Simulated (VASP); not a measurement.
# Na (P2_1/m) in VASP: notebook

The runs below take Na through single point, with LDA.

Program: VASP 6.6.1. These are calculated values, not measurements. Logs are shortened: lines on timing, memory, paths and dates and some standing lists are left out, and cuts for length are marked.

### 1 The cell of the first run

Symmetry: P2_1/m, No. 11, monoclinic system. Conventional cell: a = 3.573 Å, b = 5.898 Å, c = 3.573 Å, α = 90.00°, β = 120.00°, γ = 90.00°. Within 4.5 Å of Na (site symmetry m) lie 14 Na at 3.24 to 4.47 Å.

### 2 Single point, LDA (atoms displaced along a vibrational mode, the cell strained)

INCAR

```
  PREC = Accurate
  ENCUT = 520
  EDIFF = 1E-7
  ISMEAR = 0
  SIGMA = 0.15
  LREAL = False
  LASPH = True
  NELM = 60
  ALGO = Fast
  ISIF = 2
  LWAVE = False
  LCHARG = True
  GGA = CA
  LELF = True
  LVHAR = True
  NBANDS = 14
```

KPOINTS

```
Automatic mesh
0
Gamma
  15 15 8
```

POSCAR

```
Na
1.0
    3.5728208651      0.0000000000      0.0000000000
   -1.7864104326      3.0941536323      0.0000000000
    0.0000000000      0.0000000000      5.8981745703
Na
2
Direct
    0.2044455700      0.6666666667      0.2500000000
    0.7955544300      0.3333333333      0.7500000000
```

Potentials or basis: VASP PAW LDA potentials, release 64 (Na_pv).

Started as:

```
$ cat potpaw_LDA.64/Na_pv/POTCAR > POTCAR
$ mpirun -np 1 vasp_std > vasp.out
```

OUTCAR:

```text
PREC = Accurate
   ENCUT = 520
   EDIFF = 1E-7
   ISMEAR = 0
   LREAL = False
   LASPH = True
   NELM = 60
   ISIF = 2
   GGA = CA

 ion  position               nearest neighbor table
   1  0.204  0.667  0.250-
   2  0.796  0.333  0.750-

  LATTYP: Found a hexagonal cell.
 ALAT       =     3.5728208651
 C/A-ratio  =     1.6508453105

  Lattice vectors:

 A1 = (   3.5728208651,   0.0000000000,   0.0000000000)
 A2 = (  -1.7864104326,   3.0941536323,   0.0000000000)
 A3 = (   0.0000000000,   0.0000000000,   5.8981745703)

Analysis of symmetry for initial positions (statically):
=====================================================================
 Subroutine PRICEL returns:
 Original cell was already a primitive cell.

 Routine SETGRP: Setting up the symmetry group for a
 hexagonal supercell.

 Subroutine GETGRP returns: Found  4 space group operations
 (whereof  2 operations were pure point group operations)
 out of a pool of 24 trial point group operations.

The static configuration has the point symmetry S_2 .
 The point group associated with its full space group is C_2h.

Analysis of symmetry for dynamics (positions and initial velocities):
=====================================================================
 Subroutine PRICEL returns:
 Original cell was already a primitive cell.

 Routine SETGRP: Setting up the symmetry group for a
 hexagonal supercell.

 Subroutine GETGRP returns: Found  4 space group operations
 (whereof  2 operations were pure point group operations)
 out of a pool of 24 trial point group operations.

The dynamic configuration has the point symmetry S_2 .
 The point group associated with its full space group is C_2h.

 Subroutine INISYM returns: Found  4 space group operations
 (whereof  2 operations are pure point group operations),
 and found     1 'primitive' translations

----------------------------------------------------------------------------------------

                                     Primitive cell

  volume of cell :      65.2035

  direct lattice vectors                    reciprocal lattice vectors
     3.572820865  0.000000000  0.000000000     0.279890887  0.161595079  0.000000000
    -1.786410433  3.094153632  0.000000000     0.000000000  0.323190158  0.000000000
     0.000000000  0.000000000  5.898174570     0.000000000  0.000000000  0.169543981

  length of vectors
     3.572820865  3.572820865  5.898174570     0.323190158  0.323190158  0.169543981

  position of ions in fractional coordinates (direct lattice)
     0.204445570  0.666666667  0.250000000
     0.795554430  0.333333333  0.750000000

  ion indices of the primitive-cell ions
   primitive index   ion index
                 1           1
                 2           2

----------------------------------------------------------------------------------------

 KPOINTS: Automatic mesh

Automatic generation of k-mesh.
 Grid dimensions read from file:
 generate k-points for:   15   15    8

 Generating k-lattice:

  Cartesian coordinates                     Fractional coordinates (reciprocal lattice)
     0.018659392  0.010773005  0.000000000     0.066666667  0.000000000  0.000000000
     0.000000000  0.021546011  0.000000000     0.000000000  0.066666667  0.000000000
     0.000000000  0.000000000  0.021192998     0.000000000  0.000000000  0.125000000

  Length of vectors
     0.021546011  0.021546011  0.021192998

  Shift w.r.t. Gamma in fractional coordinates (k-lattice)
     0.000000000  0.000000000  0.000000000

 Subroutine IBZKPT returns following result:
 ===========================================

 Found    565 irreducible k-points:

 Following reciprocal coordinates:
            Coordinates               Weight
  0.000000  0.000000  0.000000      1.000000
  0.066667 -0.000000  0.000000      2.000000
  0.000000  0.066667  0.000000      2.000000
 -0.066667  0.066667  0.000000      2.000000
  0.133333  0.000000  0.000000      2.000000
  0.000000  0.133333  0.000000      2.000000
[... 16 lines left out ...]
  0.066667  0.066667  0.000000      2.000000
 -0.066667  0.133333  0.000000      2.000000
 [... further k-points ...]
   k-points           NKPTS =    565   k-points in BZ     NKDIM =    565   number of bands    NBANDS=     14
   number of dos      NEDOS =    301   number of ions     NIONS =      2
   total plane-waves  NPLWV =  37632
   dimension x,y,z NGX =    28 NGY =   28 NGZ =   48
   dimension x,y,z NGXF=    56 NGYF=   56 NGZF=   96
   ions per type =               2
   NGX,Y,Z   is equivalent  to a cutoff of  13.03, 13.03, 13.53 a.u.
   NGXF,Y,Z  is equivalent  to a cutoff of  26.06, 26.06, 27.06 a.u.
 SYSTEM =  unknown system
   PREC   = accura    normal or accurate (medium, high low for compatibility)
   ISTART =      0    job   : 0-new  1-cont  2-samecut
   ICHARG =      2    charge: 1-file 2-atom 10-const
   ISPIN  =      1    spin polarized calculation?
   LNONCOLLINEAR =      F non collinear calculations
   LSORBIT =      F    spin-orbit coupling
   LASPH  =      T    aspherical Exc in radial PAW
   ENCUT  =  520.0 eV  38.22 Ry    6.18 a.u.   6.64  6.64 10.97*2*pi/ulx,y,z
   NELM   =     60;   NELMIN=  2; NELMDL= -5     # of ELM steps
   EDIFF  = 0.1E-06   stopping-criterion for ELM
   LREAL  =      F    real-space projection
   EDIFFG = 0.1E-05   stopping-criterion for IOM
   NSW    =      0    number of steps for IOM
   IBRION =     -1    ionic relax: 0-MD 1-quasi-New 2-CG
   NFREE  =      0    steps in history (QN), initial steepest desc. (CG)
   ISIF   =      2    stress and relaxation
   ISYM   =      2    0-nonsym 1-usesym 2-fastsym
   POTIM  = 0.5000    time-step for ionic-motion
   TEBEG  =    0.0;   TEEND  =   0.0 temperature during run
   PSTRESS=    0.0 pullay stress
   NELECT =      14.0000    total number of electrons
   NUPDOWN=      -1.0000    fix difference up-down
   EMIN   =  10.00;   EMAX   =-10.00  energy-range for DOS
   EFERMI =   0.00;   METHOD = LEGACY
   ISMEAR =     0;   SIGMA  =   0.15  broadening in eV -4-tet -1-fermi 0-gaus
   EFERMI_NEDOS =   21; number of points for ismear=-14 and -15
   IALGO  =     68    algorithm
   IMIX   =      4    mixing-type and parameters
     AMIX     =   0.40;   BMIX     =  1.00
     AMIX_MAG =   1.60;   BMIX_MAG =  1.00
  volume/ion in A,a.u.               =      32.60       220.01
  Fermi-wavevector in a.u.,A,eV,Ry     =   0.980304  1.852505 13.075133  0.960995
  Thomas-Fermi vector in A             =   2.111223
   LORBIT       =      0    0 simple, 1 ext, 2 COOP (PROOUT), +10 PAW based schemes
   GGA     = CA    functional components
   LHFCALC =     F    Hartree Fock is set to
   AEXX    =    0.0000 exact exchange contribution
   IVDW    =     0    specifies the selected vdW correction
   LEPSILON=     F    determine dielectric tensor
   LRPA    =     F    only Hartree local field effects (RPA)
 non-spin polarized calculation
 RMM-DIIS sequential band-by-band and
 Gauss-broadening in eV      SIGMA  =   0.15
  energy-cutoff  :      520.00
  volume of cell :       65.20
 maximum number of plane-waves:      1786
   NGX = 13   NGY = 13   NGZ = 21

 number of electron      14.0000005 magnetization

 Free energy of the ion-electron system (eV)
  ---------------------------------------------------
  ext. energy  EPLUGINS =         0.00000000
  ---------------------------------------------------
  free energy    TOTEN  =        -2.86412804 eV

  energy without entropy =       -2.85278422  energy(sigma->0) =       -2.85845613

 E-fermi :   0.5616     XC(G=0):  -7.0971

 val. band max:        0.5598848733   @ k =  -0.2000   0.4000   0.3750
 cond. band min:       0.5664067856   @ k =   0.1333   0.0000   0.1250
 fundamental gap:      0.0065219123
 Fermi energy:         0.5615559832

 k-point     1 :       0.0000    0.0000    0.0000
  band No.  band energies     occupation
      1     -24.4119      2.00000
      2     -24.3482      2.00000
      3     -24.3365      2.00000
      4     -24.3361      2.00000
      5     -24.3334      2.00000
      6     -24.3303      2.00000
      7      -3.0189      2.00000
      8       1.0795      0.00000
      9       1.5355      0.00000
     10      11.0463      0.00000
     11      11.2840      0.00000
     12      11.7544      0.00000
     13      11.9408      0.00000
     14      12.1584      0.00000

 k-point     2 :       0.0667   -0.0000    0.0000
  band No.  band energies     occupation
      1     -24.4111      2.00000
      2     -24.3498      2.00000
      3     -24.3385      2.00000
      4     -24.3367      2.00000
      5     -24.3336      2.00000
      6     -24.3309      2.00000
      7      -2.9462      2.00000
      8       1.1421      0.00000
      9       1.6061      0.00000
     10      10.0118      0.00000
     11      10.6605      0.00000
     12      11.0722      0.00000
     13      12.5511      0.00000
     14      12.6651      0.00000

 k-point     3 :       0.0000    0.0667    0.0000
  band No.  band energies     occupation
      1     -24.4112      2.00000
      2     -24.3495      2.00000
      3     -24.3385      2.00000
      4     -24.3366      2.00000
      5     -24.3336      2.00000
      6     -24.3312      2.00000
      7      -2.9463      2.00000
      8       1.1421      0.00000
      9       1.6063      0.00000
     10       9.9802      0.00000
     11      10.6564      0.00000
     12      11.1200      0.00000
     13      12.3605      0.00000
     14      12.8538      0.00000
[... 324 lines left out ...]
 k-point    23 :       0.0667    0.0667    0.0000
  band No.  band energies     occupation
      1     -24.4093      2.00000
      2     -24.3532      2.00000
      3     -24.3427      2.00000
      4     -24.3374      2.00000
      5     -24.3344      2.00000
      6     -24.3318      2.00000
      7      -2.8013      2.00000
      8       1.2673      0.00000
      9       1.7456      0.00000
     10       8.9355      0.00000
     11       9.7127      0.00000
     12      11.2354      0.00000
     13      12.1856      0.00000
     14      12.3955      0.00000

 k-point    24 :      -0.0667    0.1333    0.0000
  band No.  band energies     occupation
      1     -24.4104      2.00000
      2     -24.3504      2.00000
      3     -24.3420      2.00000
      4     -24.3380      2.00000
      5     -24.3346      2.00000
      6     -24.3334      2.00000
      7      -2.8014      2.00000
      8       1.2680      0.00000
      9       1.7487      0.00000
     10       9.0814      0.00000
     11       9.2187      0.00000
     12      11.7385      0.00000
     13      12.1408      0.00000
     14      12.6801      0.00000

 [... further k-points ...]

------------------------ aborting loop because EDIFF is reached ----------------------------------------

  FORCE on cell =-STRESS in cart. coord.  units (eV):
  Direction    XX          YY          ZZ          XY          YZ          ZX
  --------------------------------------------------------------------------------------
  -------------------------------------------------------------------------------------
  Total       -0.1194672      0.0294811      0.2702584      0.2178343      0.0000000      0.0000000
  in kB       -2.9355432      0.7244085      6.6407793      5.3526151      0.0000000      0.0000000
  external PRESSURE =       1.4765482 kB  Pullay stress =       0.0000000 kB

 VOLUME and BASIS-vectors are now :
 -----------------------------------------------------------------------------
  energy-cutoff  :      520.00
  volume of cell :       65.20
      direct lattice vectors                 reciprocal lattice vectors
     3.572820865  0.000000000  0.000000000     0.279890887  0.161595079  0.000000000
    -1.786410433  3.094153632  0.000000000     0.000000000  0.323190158  0.000000000
     0.000000000  0.000000000  5.898174570     0.000000000  0.000000000  0.169543981

 POSITION                                       TOTAL-FORCE (eV/Angst)
 -----------------------------------------------------------------------------------
     -0.46049      2.06277      1.47454         0.081378      0.086326      0.000000
      2.24690      1.03138      4.42363        -0.081378     -0.086326      0.000000
 -----------------------------------------------------------------------------------
    total drift:                                0.000000      0.000000     -0.000000

  FREE ENERGIE OF THE ION-ELECTRON SYSTEM (eV)
  ---------------------------------------------------
  free  energy   TOTEN  =        -2.8641280377 eV

  energy  without entropy=       -2.8527842231  energy(sigma->0) =       -2.85845613
```

It took 6.8 min on 1 thread of Intel Xeon Platinum 8259CL at 2.50GHz (Skylake/Cascade Lake), shared host; peak memory 0.45 GiB.

Results:

- Free energy: -2.8641 eV
- Pressure: 0.1 GPa
- Largest force: 0.119 eV/Å
- Band gap on the k mesh: zero (bands 7 and 8 overlap by 4.73 eV)

Forces in eV/Å, atoms in the order of the input:
```
Na   0.081  0.086  0.000
Na  -0.081 -0.086  0.000
```

Caveat: the cell differs from its parent crystal (atoms displaced along a vibrational mode, the cell strained).

### 3 Single point, LDA (atoms displaced along a vibrational mode)

INCAR

```
ALGO = Fast ; EDIFF = 1E-6
ENCUT = 520 ; GGA = CA
ISIF = 2 ; ISMEAR = 0
LASPH = True ; LCHARG = False
LREAL = False ; LWAVE = False
NBANDS = 14 ; NELM = 80
PREC = Accurate ; SIGMA = 0.15
```

KPOINTS

```
k-points
0
Gamma
  15 15 8
```

POSCAR

```
Na
1.0
    3.6209798977      0.0000000000      0.0000000000
   -1.8104899489      3.1358605780      0.0000000000
    0.0000000000      0.0000000000      5.8981745703
Na
2
Direct
    0.2689032601      0.6666666667      0.2500000000
    0.7310967399      0.3333333333      0.7500000000
```

Potentials or basis: VASP PAW LDA potentials, release 64 (Na_pv).

Started as:

```
$ cat potpaw_LDA.64/Na_pv/POTCAR > POTCAR
$ mpirun -np 1 vasp_std > vasp.out
```

It took 4.8 min on 1 thread of Intel Xeon Platinum 8259CL at 2.50GHz (Skylake/Cascade Lake), shared host; peak memory 0.46 GiB.

Results (log left out):

| Item | Value |
| --- | --- |
| Free energy | -2.8986 eV |
| Pressure | 0.0 GPa |
| Largest force | 0.066 eV/Å |
| Band gap on the k mesh | zero (bands 7 and 8 overlap by 4.60 eV) |

Forces in eV/Å, atoms in the order of the input:
```
Na   0.060  0.027  0.000
Na  -0.060 -0.027  0.000
```

Stress tensor (GPa, compression positive):
```
-0.17  0.39  0.00
 0.39 -0.07  0.00
 0.00  0.00  0.14
```

Levels at points of the mesh, in eV from the Fermi level:
| k point | band 3 | band 4 | band 5 | band 6 | band 7 | band 8 | band 9 | band 10 | band 11 | band 12 |
| --- | --- | --- | --- | --- | --- | --- | --- | --- | --- | --- |
| (0.00, 0.00, 0.00) | -24.89 | -24.89 | -24.89 | -24.89 | -3.52 | 0.59 | 1.03 | 10.42 | 10.54 | 10.70 |
| (0.00, 0.00, 0.50) | -24.89 | -24.89 | -24.89 | -24.89 | -2.41 | -2.41 | 5.86 | 5.86 | 11.05 | 11.05 |

Caveat: the cell differs from its parent crystal (atoms displaced along a vibrational mode).

### 4 Single point, LDA (atoms displaced along a vibrational mode)

INCAR

```
PREC = Accurate ; ENCUT = 520
EDIFF = 1E-7 ; ISMEAR = 0
SIGMA = 0.15 ; LREAL = False
LASPH = True ; NELM = 80
ALGO = Fast ; ISIF = 2
LWAVE = False ; LCHARG = False
GGA = CA ; NBANDS = 14
```

KPOINTS

```
regular mesh
0
Gamma
  15 15 8
```

POSCAR

```
Na
1.0
    3.6209798977      0.0000000000      0.0000000000
   -1.8104899489      3.1358605780      0.0000000000
    0.0000000000      0.0000000000      5.8981745703
Na
2
Direct
    0.1400154968      0.6666666667      0.2500000000
    0.8599845032      0.3333333333      0.7500000000
```

Started as:

```
$ cat potpaw_LDA.64/Na_pv/POTCAR > POTCAR
$ mpirun -np 1 vasp_std > vasp.out
```

It took 6.2 min on 1 thread of Intel Xeon Platinum 8259CL at 2.50GHz (Skylake/Cascade Lake), shared host; peak memory 0.46 GiB.

Results (log left out):

```yaml
Free_energy: -2.8282 eV
Pressure: 0.0 GPa
Largest_force: 0.161 eV/Å
Band_gap_on_the_k_mesh: zero (bands 7 and 8 overlap by 4.64 eV)
```

Forces on the atoms (eV/Å):
```
Na   0.056  0.151  0.000
Na  -0.056 -0.151  0.000
```

Stress tensor (GPa, compression positive):
```
-0.88  0.35  0.00
 0.35 -0.24  0.00
 0.00  0.00  1.05
```

Levels at points of the mesh, in eV from the Fermi level:
| k point | band 5 | band 6 | band 7 | band 8 | band 9 | band 10 |
| --- | --- | --- | --- | --- | --- | --- |
| (0.00, 0.00, 0.00) | -24.94 | -24.93 | -3.52 | 0.58 | 1.04 | 10.27 |
| (0.00, 0.00, 0.50) | -24.94 | -24.94 | -2.41 | -2.41 | 5.84 | 5.84 |

Caveat: the cell differs from its parent crystal (atoms displaced along a vibrational mode).

### 5 Overview

```csv
cell,further INCAR settings,gap on the mesh (eV),pressure (GPa),largest force (eV/Å)
"a = 3.573, b = 3.573, c = 5.898 Å, angles 90.0, 90.0, 120.0°, 2 atoms, atomic positions A",ALGO = Fast; EDIFF = 1e-07; NBANDS = 14,none,0.1,0.12
"a = 3.621, b = 3.621, c = 5.898 Å, angles 90.0, 90.0, 120.0°, 2 atoms, atomic positions B",ALGO = Fast; EDIFF = 1e-06; NBANDS = 14,none,0.0,0.07
"a = 3.621, b = 3.621, c = 5.898 Å, angles 90.0, 90.0, 120.0°, 2 atoms, atomic positions C",ALGO = Fast; EDIFF = 1e-07; NBANDS = 14,none,0.0,0.16
```

Alike in all rows: task single point; level LDA; potentials or basis VASP PAW LDA potentials, release 64 (Na_pv); no spin polarisation; k mesh 15 × 15 × 8; cutoff (eV) 520; smearing gaussian 0.15 eV.

Total energies depend on the potentials used, so only differences within one code and one set of settings carry meaning.
